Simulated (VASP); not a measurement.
Set up this calculation in VASP 6.6.1, as the native input.

```yaml
Task: single point
Functional: PBE
Potentials_or_basis: VASP PAW PBE potentials, release 64 (Hf_pv, O)
Cutoff: 520 eV
k_mesh: 5 × 5 × 5
Occupations: fermi-dirac, width 0.05 eV
Spin: no spin polarisation
Dipole_correction: no
Further_INCAR_settings: ALGO = Normal; EDIFF = 1e-07; NBANDS = 56
```

The structure of HfO2 lies in POSCAR:

```
HfO2
1.0
    5.0135217044      0.0000000000      0.0000000000
    0.0000000000      5.0798396840      0.0000000000
   -0.8411344054      0.0000000000      5.1074318236
Hf O
4 8
Direct
    0.2755000000      0.4603000000      0.7080000000
    0.7245000000      0.9603000000      0.7920000000
    0.7245000000      0.5397000000      0.2920000000
    0.2755000000      0.0397000000      0.2080000000
    0.0742000000      0.1684000000      0.8467000000
    0.9258000000      0.6684000000      0.6533000000
    0.9258000000      0.8316000000      0.1533000000
    0.0742000000      0.3316000000      0.3467000000
    0.4487000000      0.7419000000      0.9801000000
    0.5513000000      0.2419000000      0.5199000000
    0.5513000000      0.2581000000      0.0199000000
    0.4487000000      0.7581000000      0.4801000000
```

These files were run (other wordings do the same):

INCAR

```
SYSTEM = HfO2
ALGO = Normal ; EDIFF = 1E-7
ENCUT = 520 ; GGA = PE
ISIF = 2 ; ISMEAR = -1
LASPH = .True. ; LCHARG = .False.
LREAL = .False. ; LWAVE = .False.
NBANDS = 56 ; NELM = 100
PREC = Accurate ; SIGMA = 0.05
```

KPOINTS

```
k-points
0
Gamma
  5 5 5
  0 0 0
```

Potentials or basis: VASP PAW PBE potentials, release 64 (Hf_pv, O).

Run with:

```sh
$ cat potpaw_PBE.64/Hf_pv/POTCAR potpaw_PBE.64/O/POTCAR > POTCAR
$ mpirun -np 1 vasp_std > vasp.out
```

Results of the run:

- Pressure: 20.3 GPa
- Largest force: 0.663 eV/Å
- Band gap on the k mesh: 4.38 eV, indirect (least direct gap 4.43 eV)

Caveat: spin-orbit coupling is left out, which moves the levels of the heavy elements.

Wall time 7.3 min on 1 thread of Oxide Virtual Turin-like Processor, with other jobs on the host, peak memory 0.33 GiB.
